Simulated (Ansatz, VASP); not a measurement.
In: VASP beside Ansatz

```xyz
1
Lattice="-1.6255 1.6255 2.4737 1.6255 -1.6255 2.4737 1.6255 1.6255 -2.4737" Properties=species:S:1:pos:R:3 pbc="T T T"
In    0.0000    0.0000    0.0000
```

Alike in both runs: functional PBE; k mesh 8 × 8 × 8; occupations fermi-dirac, width 0.05 eV; non-collinear spin, spin-orbit coupling.

|  | VASP | Ansatz |
| --- | --- | --- |
| version | VASP 6.6.1 | Ansatz 0.2.0 |
| potentials or method | VASP PAW PBE potentials, release 64 (In_d) | Ansatz PAW |
| plane-wave cutoff (eV) | 520 | 420 |
| valence electrons in the cell | 13 | 13 |
| task | single point | band structure |

```tsv
	VASP	Ansatz	Ansatz less VASP
pressure (GPa)	1.8	1.8	0.00
traceless stress, the component that is largest in VASP (GPa)	2.50	2.50	+0.005
net moment per atom (μB)	0.00	0.00	0.000
```

The functional is the same, so the differences come from potentials, cutoffs and numerics.
